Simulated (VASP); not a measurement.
# Ir3Rh2 (P6_3/mmc) in VASP: notebook

Ir3Rh2 is run at these levels: PBE; tasks: relaxation of cell and atoms, single point.

All numbers are computed with VASP 6.6.1; they aren't measurements. Logs are shortened: lines on timing, memory, paths and dates and some standing lists are left out, and cuts for length are marked.

## Step 1: The cell of the first run

Symmetry: P6_3/mmc, No. 194, hexagonal system. The conventional cell has a = 2.710 Å, b = 2.710 Å, c = 21.936 Å, α = 90.00°, β = 90.00°, γ = 120.00°. Within 3.6 Å of Ir (site symmetry -6m2) lie 12 Ir at 2.69 to 2.71 Å. Ir (site symmetry 3m) has 9 Ir at 2.69 to 2.71 Å and 3 Rh at 2.69 Å within 3.6 Å. Rh (site symmetry 3m) has 3 Ir at 2.69 Å and 9 Rh at 2.69 to 2.71 Å within 3.6 Å.

## Step 2: Relaxation of cell and atoms, PBE

The input, INCAR:

```
ALGO = Normal
EDIFF = 1E-6
EDIFFG = -0.04
ENCUT = 600
GGA = PE
IBRION = 2
ISIF = 3
ISMEAR = 0
LASPH = True
LCHARG = False
LREAL = False
LWAVE = False
NELM = 60
NSW = 90
PREC = Accurate
SIGMA = 0.1
```

The input, KPOINTS:

```
k-points
0
Gamma
  6 6 1
```

The input, POSCAR:

```
Ir3Rh2
1.0
    2.7103523400      0.0000000000      0.0000000000
   -1.3551761700      2.3472339800      0.0000000000
    0.0000000000      0.0000000000     21.9357733600
Ir Rh
6 4
Direct
    0.3333333300      0.6666666700      0.7500000000
    0.3333333300      0.6666666700      0.1500000000
    0.3333333300      0.6666666700      0.3500000000
    0.6666666700      0.3333333300      0.8500000000
    0.6666666700      0.3333333300      0.2500000000
    0.6666666700      0.3333333300      0.6500000000
    0.3333333300      0.6666666700      0.9500000000
    0.3333333300      0.6666666700      0.5500000000
    0.6666666700      0.3333333300      0.0500000000
    0.6666666700      0.3333333300      0.4500000000
```

Potentials or basis: VASP PAW PBE potentials, release 64 (Ir, Rh_pv).

On the command line:

```bash
> cat potpaw_PBE.64/Ir/POTCAR potpaw_PBE.64/Rh_pv/POTCAR > POTCAR
> mpirun -np 1 vasp_std > vasp.out
```

OUTCAR:

```text
EDIFF = 1E-6
   EDIFFG = -0.04
   ENCUT = 600
   GGA = PE
   IBRION = 2
   ISIF = 3
   ISMEAR = 0
   LASPH = True
   LREAL = False
   NELM = 60
   NSW = 90
   PREC = Accurate

 ion  position               nearest neighbor table
   1  0.333  0.667  0.750-   4 2.69   6 2.69   4 2.69   6 2.69   4 2.69   6 2.69
   2  0.333  0.667  0.150-   5 2.69   9 2.69   5 2.69   9 2.69   5 2.69   9 2.69
   3  0.333  0.667  0.350-   5 2.69  10 2.69   5 2.69  10 2.69   5 2.69  10 2.69
   4  0.667  0.333  0.850-   1 2.69   7 2.69   1 2.69   7 2.69   1 2.69   7 2.69
   5  0.667  0.333  0.250-   2 2.69   3 2.69   2 2.69   3 2.69   2 2.69   3 2.69
   6  0.667  0.333  0.650-   1 2.69   8 2.69   1 2.69   8 2.69   1 2.69   8 2.69
   7  0.333  0.667  0.950-   9 2.69   4 2.69   9 2.69   4 2.69   9 2.69   4 2.69
   8  0.333  0.667  0.550-  10 2.69   6 2.69  10 2.69   6 2.69  10 2.69   6 2.69
   9  0.667  0.333  0.050-   7 2.69   2 2.69   7 2.69   2 2.69   7 2.69   2 2.69
  10  0.667  0.333  0.450-   8 2.69   3 2.69   8 2.69   3 2.69   8 2.69   3 2.69

  LATTYP: Found a hexagonal cell.
 ALAT       =     2.7103523400
 C/A-ratio  =     8.0933290614

  Lattice vectors:

 A1 = (   2.7103523400,   0.0000000000,   0.0000000000)
 A2 = (  -1.3551761700,   2.3472339800,   0.0000000000)
 A3 = (   0.0000000000,   0.0000000000,  21.9357733600)

Analysis of symmetry for initial positions (statically):
=====================================================================
 Subroutine PRICEL returns:
 Original cell was already a primitive cell.

 Routine SETGRP: Setting up the symmetry group for a
 hexagonal supercell.

 Subroutine GETGRP returns: Found 24 space group operations
 (whereof 12 operations were pure point group operations)
 out of a pool of 24 trial point group operations.

The static configuration has the point symmetry D_3d.
 The point group associated with its full space group is D_6h.

Analysis of symmetry for dynamics (positions and initial velocities):
=====================================================================
 Subroutine PRICEL returns:
 Original cell was already a primitive cell.

 Routine SETGRP: Setting up the symmetry group for a
 hexagonal supercell.

 Subroutine GETGRP returns: Found 24 space group operations
 (whereof 12 operations were pure point group operations)
 out of a pool of 24 trial point group operations.

The dynamic configuration has the point symmetry D_3d.
 The point group associated with its full space group is D_6h.

 Subroutine INISYM returns: Found 24 space group operations
 (whereof 12 operations are pure point group operations),
 and found     1 'primitive' translations

----------------------------------------------------------------------------------------

                                     Primitive cell

  volume of cell :     139.5517

  direct lattice vectors                    reciprocal lattice vectors
     2.710352340  0.000000000  0.000000000     0.368955720  0.213016684  0.000000000
    -1.355176170  2.347233980  0.000000000     0.000000000  0.426033369  0.000000000
     0.000000000  0.000000000 21.935773360     0.000000000  0.000000000  0.045587634

  length of vectors
     2.710352340  2.710352340 21.935773360     0.426033369  0.426033369  0.045587634

  position of ions in fractional coordinates (direct lattice)
     0.333333330  0.666666670  0.750000000
     0.333333330  0.666666670  0.150000000
     0.333333330  0.666666670  0.350000000
     0.666666670  0.333333330  0.850000000
     0.666666670  0.333333330  0.250000000
     0.666666670  0.333333330  0.650000000
     0.333333330  0.666666670  0.950000000
     0.333333330  0.666666670  0.550000000
     0.666666670  0.333333330  0.050000000
     0.666666670  0.333333330  0.450000000

  ion indices of the primitive-cell ions
   primitive index   ion index
                 1           1
                 2           2
                 3           3
                 4           4
                 5           5
                 6           6
                 7           7
                 8           8
                 9           9
                10          10

----------------------------------------------------------------------------------------

 KPOINTS: k-points

Automatic generation of k-mesh.
 Grid dimensions read from file:
 generate k-points for:    6    6    1

 Generating k-lattice:

  Cartesian coordinates                     Fractional coordinates (reciprocal lattice)
     0.061492620  0.035502781  0.000000000     0.166666667 -0.000000000  0.000000000
     0.000000000  0.071005561  0.000000000     0.000000000  0.166666667  0.000000000
     0.000000000  0.000000000  0.045587634     0.000000000  0.000000000  1.000000000

  Length of vectors
     0.071005561  0.071005561  0.045587634

  Shift w.r.t. Gamma in fractional coordinates (k-lattice)
     0.000000000  0.000000000  0.000000000

 Subroutine IBZKPT returns following result:
 ===========================================

 Found      7 irreducible k-points:

 Following reciprocal coordinates:
            Coordinates               Weight
  0.000000  0.000000  0.000000      1.000000
  0.166667  0.000000  0.000000      6.000000
  0.333333 -0.000000  0.000000      6.000000
  0.500000  0.000000  0.000000      3.000000
  0.166667  0.166667  0.000000      6.000000
  0.333333  0.166667  0.000000     12.000000
  0.333333  0.333333  0.000000      2.000000
   k-points           NKPTS =      7   k-points in BZ     NKDIM =      7   number of bands    NBANDS=     68
   number of dos      NEDOS =    301   number of ions     NIONS =     10
   total plane-waves  NPLWV = 103680
   dimension x,y,z NGX =    24 NGY =   24 NGZ =  180
   dimension x,y,z NGXF=    48 NGYF=   48 NGZF=  360
   ions per type =               6   4
   NGX,Y,Z   is equivalent  to a cutoff of  14.72, 14.72, 13.64 a.u.
   NGXF,Y,Z  is equivalent  to a cutoff of  29.44, 29.44, 27.28 a.u.
 SYSTEM =  unknown system
   PREC   = accura    normal or accurate (medium, high low for compatibility)
   ISTART =      0    job   : 0-new  1-cont  2-samecut
   ICHARG =      2    charge: 1-file 2-atom 10-const
   ISPIN  =      1    spin polarized calculation?
   LNONCOLLINEAR =      F non collinear calculations
   LSORBIT =      F    spin-orbit coupling
   LASPH  =      T    aspherical Exc in radial PAW
   ENCUT  =  600.0 eV  44.10 Ry    6.64 a.u.   5.41  5.41 43.81*2*pi/ulx,y,z
   NELM   =     60;   NELMIN=  2; NELMDL= -5     # of ELM steps
   EDIFF  = 0.1E-05   stopping-criterion for ELM
   LREAL  =      F    real-space projection
   EDIFFG = -.4E-01   stopping-criterion for IOM
   NSW    =     90    number of steps for IOM
   IBRION =      2    ionic relax: 0-MD 1-quasi-New 2-CG
   NFREE  =      1    steps in history (QN), initial steepest desc. (CG)
   ISIF   =      3    stress and relaxation
   ISYM   =      2    0-nonsym 1-usesym 2-fastsym
   POTIM  = 0.5000    time-step for ionic-motion
   TEBEG  =    0.0;   TEEND  =   0.0 temperature during run
   PSTRESS=    0.0 pullay stress
   NELECT =     114.0000    total number of electrons
   NUPDOWN=      -1.0000    fix difference up-down
   EMIN   =  10.00;   EMAX   =-10.00  energy-range for DOS
   EFERMI =   0.00;   METHOD = LEGACY
   ISMEAR =     0;   SIGMA  =   0.10  broadening in eV -4-tet -1-fermi 0-gaus
   EFERMI_NEDOS =   21; number of points for ismear=-14 and -15
   IALGO  =     38    algorithm
   IMIX   =      4    mixing-type and parameters
     AMIX     =   0.40;   BMIX     =  1.00
     AMIX_MAG =   1.60;   BMIX_MAG =  1.00
  volume/ion in A,a.u.               =      13.96        94.17
  Fermi-wavevector in a.u.,A,eV,Ry     =   1.530376  2.891991 31.865525  2.342050
  Thomas-Fermi vector in A             =   2.637867
   LORBIT       =      0    0 simple, 1 ext, 2 COOP (PROOUT), +10 PAW based schemes
   GGA     = PE    functional components
   LHFCALC =     F    Hartree Fock is set to
   AEXX    =    0.0000 exact exchange contribution
   IVDW    =     0    specifies the selected vdW correction
   LEPSILON=     F    determine dielectric tensor
   LRPA    =     F    only Hartree local field effects (RPA)
 conjugate gradient relaxation of ions
 non-spin polarized calculation
 Gauss-broadening in eV      SIGMA  =   0.10
  energy-cutoff  :      600.00
  volume of cell :      139.55
 maximum number of plane-waves:      4767
 NGX is ok and might be reduce to    24
   NGX = 11   NGY = 11   NGZ = 87

--------------------------------------- Ionic step        1  -------------------------------------------

 number of electron     114.0000008 magnetization

 Free energy of the ion-electron system (eV)
  ---------------------------------------------------
  ext. energy  EPLUGINS =         0.00000000
  ---------------------------------------------------
  free energy    TOTEN  =       -81.25751045 eV

  energy without entropy =      -81.15994009  energy(sigma->0) =      -81.20872527

------------------------ aborting loop because EDIFF is reached ----------------------------------------

  FORCE on cell =-STRESS in cart. coord.  units (eV):
  Direction    XX          YY          ZZ          XY          YZ          ZX
  --------------------------------------------------------------------------------------
  -------------------------------------------------------------------------------------
  Total       11.6162171     11.6162171      6.1283514     -0.0000000      0.0000000     -0.0000000
  in kB      133.3644926    133.3644926     70.3589188     -0.0000000      0.0000000     -0.0000000
  external PRESSURE =     112.3626346 kB  Pullay stress =       0.0000000 kB
[... 29 lines left out ...]
  energy  without entropy=      -81.1599400905  energy(sigma->0) =      -81.20872527

--------------------------------------- Ionic step        2  -------------------------------------------

 number of electron     113.9999992 magnetization

 E-fermi :   8.7698     XC(G=0): -13.1793

 val. band max:        8.7631018232   @ k =   0.0000   0.0000   0.0000
 cond. band min:       8.7899261541   @ k =   0.3333   0.3333   0.0000
 fundamental gap:      0.0268243309
 Fermi energy:         8.7697746909

 k-point     1 :       0.0000    0.0000    0.0000
  band No.  band energies     occupation
      1     -37.8344      2.00000
      2     -37.8344      2.00000
      3     -37.6067      2.00000
      4     -37.6067      2.00000
      5     -37.4493      2.00000
      6     -37.4493      2.00000
[... 703 lines left out ...]
  energy  without entropy=      -81.3623629919  energy(sigma->0) =      -81.40970058

--------------------------------------- Ionic step        7  -------------------------------------------

 number of electron     114.0000015 magnetization

 Free energy of the ion-electron system (eV)
  ---------------------------------------------------
  ext. energy  EPLUGINS =         0.00000000
  ---------------------------------------------------
  free energy    TOTEN  =       -81.45719895 eV

  energy without entropy =      -81.36273634  energy(sigma->0) =      -81.40996765

 E-fermi :  10.4925     XC(G=0): -13.8124

 val. band max:       10.4757289449   @ k =   0.1667   0.1667   0.0000
 cond. band min:      10.4932391766   @ k =   0.1667   0.0000   0.0000
 fundamental gap:      0.0175102317
 Fermi energy:        10.4924997127

 k-point     1 :       0.0000    0.0000    0.0000
  band No.  band energies     occupation
      1     -36.4337      2.00000
      2     -36.4337      2.00000
      3     -36.1132      2.00000
      4     -36.1132      2.00000
      5     -35.9179      2.00000
      6     -35.9179      2.00000
[... 523 lines left out ...]
  FREE ENERGIE OF THE ION-ELECTRON SYSTEM (eV)
  ---------------------------------------------------
  free  energy   TOTEN  =       -81.4571989531 eV

  energy  without entropy=      -81.3627363385  energy(sigma->0) =      -81.40996765

 reached required accuracy - stopping structural energy minimisation
```

Wall time 7.4 min (1 thread of Intel Xeon 6975P-C (Granite Rapids), shared host); peak memory 0.38 GiB.

What came out:

```yaml
Free_energy: -81.4572 eV
Relaxed_volume: 14.42 Å³/atom
Relaxed_cell: a = 2.758 Å, b = 2.758 Å, c = 21.893 Å, α = 90.00°, β = 90.00°, γ = 120.00°
Space_group_after_relaxing_to_0.05_Å: P6_3/mmc (No. 194)
Energy_gained_by_relaxing: 20.0 meV/atom
Ionic_steps: 7
Pressure_after_relaxing: 0.3 GPa
Largest_force_after_relaxing: 0.017 eV/Å
Band_gap_on_the_k_mesh: zero (band 57 reaches 11.33 eV, above the bottom of band 58 at 8.99 eV)
```

Forces in eV/Å, atoms in the order of the input:
```
Ir   0.000  0.000  0.000
Ir   0.000  0.000  0.009
Ir   0.000  0.000 -0.009
Ir   0.000  0.000 -0.009
Ir   0.000  0.000  0.000
Ir   0.000  0.000  0.009
Rh   0.000  0.000 -0.017
Rh   0.000  0.000  0.017
Rh   0.000  0.000  0.017
Rh   0.000  0.000 -0.017
```

Step by step:
| step | energy change (eV) | largest force (eV/Å) | pressure (GPa) | volume (Å³) |
| --- | --- | --- | --- | --- |
| 1 | 0.0000 | 0.1502 | 11.24 | 139.55 |
| 2 | 1.1547 | 0.2396 | -24.46 | 160.23 |
| 3 | -0.1803 | 0.1090 | -1.00 | 144.79 |
| 4 | -0.1806 | 0.1074 | -0.60 | 144.60 |
| 5 | -0.1975 | 0.0260 | 0.10 | 144.34 |
| 6 | -0.1995 | 0.0472 | -0.11 | 144.41 |
| 7 | -0.1997 | 0.0174 | 0.29 | 144.24 |

Final structure:
```
Ir Rh
1.0
     2.75817    0.00000    0.00000
    -1.37909    2.38865    0.00000
     0.00000    0.00000   21.89325
Ir Rh
6 4
Cartesian
  0.0000 1.5924 16.4199
  0.0000 1.5924 3.2815
  0.0000 1.5924 7.6651
  1.3791 0.7962 18.6118
  1.3791 0.7962 5.4733
  1.3791 0.7962 14.2281
  0.0000 1.5924 20.7925
  0.0000 1.5924 12.0474
  1.3791 0.7962 1.1008
  1.3791 0.7962 9.8458
```

Caveat: the k points lie up to 0.44 Å⁻¹ apart in the final cell; spin-orbit coupling is left out, which moves the levels of the heavy elements.

## Step 3: Single point, PBE, collinear spin, ferromagnetic start

This run uses another cell than the first one, of 14.43 Å³/atom, 1.034 times its volume.

The input, INCAR:

```
PREC = Accurate ; ENCUT = 520
EDIFF = 1E-6 ; ISMEAR = 0
SIGMA = 0.1 ; LREAL = F
LASPH = T ; NELM = 150
ALGO = Normal ; ISIF = 2
LWAVE = F ; LCHARG = T
ISPIN = 2 ; MAGMOM = 1 1 1 1 1 1 1 1 1 1
LORBIT = 11 ; LMAXMIX = 4
GGA = PE ; LELF = T
LVHAR = T ; NBANDS = 72
```

The input, KPOINTS:

```
Automatic mesh
0
Gamma
  6 6 1
```

The input, POSCAR:

```
Ir3Rh2
1.0
    2.7583578374      0.0000000000      0.0000000000
   -1.3791789187      2.3888079599      0.0000000000
    0.0000000000      0.0000000000     21.9021951443
Ir Rh
6 4
Direct
    0.3333333333      0.6666666667      0.7500000000
    0.3333333333      0.6666666667      0.1499776643
    0.3333333333      0.6666666667      0.3500223357
    0.6666666667      0.3333333333      0.8500223357
    0.6666666667      0.3333333333      0.2500000000
    0.6666666667      0.3333333333      0.6499776643
    0.3333333333      0.6666666667      0.9496278281
    0.3333333333      0.6666666667      0.5503721719
    0.6666666667      0.3333333333      0.0503721719
    0.6666666667      0.3333333333      0.4496278281
```

Potentials or basis: VASP PAW PBE potentials, release 64 (Ir, Rh_pv).

On the command line:

```bash
> cat potpaw_PBE.64/Ir/POTCAR potpaw_PBE.64/Rh_pv/POTCAR > POTCAR
> mpirun -np 1 vasp_std > vasp.out
```

Wall time 3.7 min (1 thread of Intel Xeon 6975P-C (Granite Rapids), shared host); peak memory 0.41 GiB.

The run converged. Its results:

* Free energy: -81.4582 eV
* Pressure: 0.2 GPa
* Largest force: 0.011 eV/Å
* Band gap on the k mesh: zero (filled and empty bands overlap)
* Net moment: 0.00 μB per cell
* Valence electrons inside the program's atomic spheres: Ir 8.33, 8.29; Rh 13.74

Forces on the atoms (eV/Å):
```
Ir   0.000  0.000  0.000
Ir   0.000  0.000 -0.011
Ir   0.000  0.000  0.011
Ir   0.000  0.000  0.011
Ir   0.000  0.000  0.000
Ir   0.000  0.000 -0.011
Rh   0.000  0.000  0.004
Rh   0.000  0.000 -0.004
Rh   0.000  0.000 -0.004
Rh   0.000  0.000  0.004
```

Stress tensor (GPa, compression positive):
```
0.28 0.00 0.00
0.00 0.28 0.00
0.00 0.00 0.16
```

Levels at points of the mesh, in eV from the Fermi level:
Spin up:
```
           k point  band 56  band 57  band 58  band 59  band 60  band 61  band 62  band 63  band 64  band 65
(0.00, 0.00, 0.00)    -1.46    -1.08    -0.80    -0.80    -0.77    -0.77    -0.14    -0.14     0.01     0.01
(0.50, 0.00, 0.00)     0.81     0.84     0.92     1.06     1.06     1.13     1.13     1.23     1.28     2.02
```
Spin down:
| k point | band 58 | band 59 | band 60 | band 61 | band 62 | band 63 |
| --- | --- | --- | --- | --- | --- | --- |
| (0.00, 0.00, 0.00) | -0.80 | -0.80 | -0.77 | -0.77 | -0.14 | -0.14 |
| (0.50, 0.00, 0.00) | 0.92 | 1.06 | 1.06 | 1.13 | 1.13 | 1.23 |

Caveat: the k points lie up to 0.44 Å⁻¹ apart; spin-orbit coupling is left out, which moves the levels of the heavy elements.
